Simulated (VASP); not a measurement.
**B: single point with PBE**

The system is B.

```
B
1.0
     1.44547    0.83454    2.78181
    -1.44547    0.83454    2.78181
     0.00000   -1.66908    2.78181
B
3
Cartesian
  0.0000 0.0000 0.0000
  0.0000 0.0000 1.6464
  0.0000 0.0000 6.6990
```

| Property | Result |
| --- | --- |
| Program | VASP 6.6.1 |
| Task | single point |
| Functional | PBE |
| Potentials or basis | VASP PAW PBE potentials, release 64 (B) |
| Cutoff | 520 eV |
| k mesh | 21 × 21 × 21 |
| Occupations | gaussian, width 0.1 eV |
| Spin | no spin polarisation |

| Property | Result |
| --- | --- |
| Pressure | 0.1 GPa |
| Largest force | 0.012 eV/Å |

Forces on the atoms (eV/Å):
```
B    0.000  0.000  0.000
B    0.000  0.000  0.012
B    0.000  0.000 -0.012
```

Stress tensor (GPa, compression positive):
```
0.03 0.00 0.00
0.00 0.03 0.00
0.00 0.00 0.20
```

Levels at points of the mesh, in eV from the Fermi level:
| k point | band 2 | band 3 | band 4 | band 5 | band 6 | band 7 |
| --- | --- | --- | --- | --- | --- | --- |
| (0.00, 0.00, 0.00) | -4.96 | 0.06 | 0.06 | 1.15 | 3.38 | 3.38 |

Run time: 5.7 min on 1 thread of AMD EPYC 7R13 (shared host), peak memory 0.24 GiB.
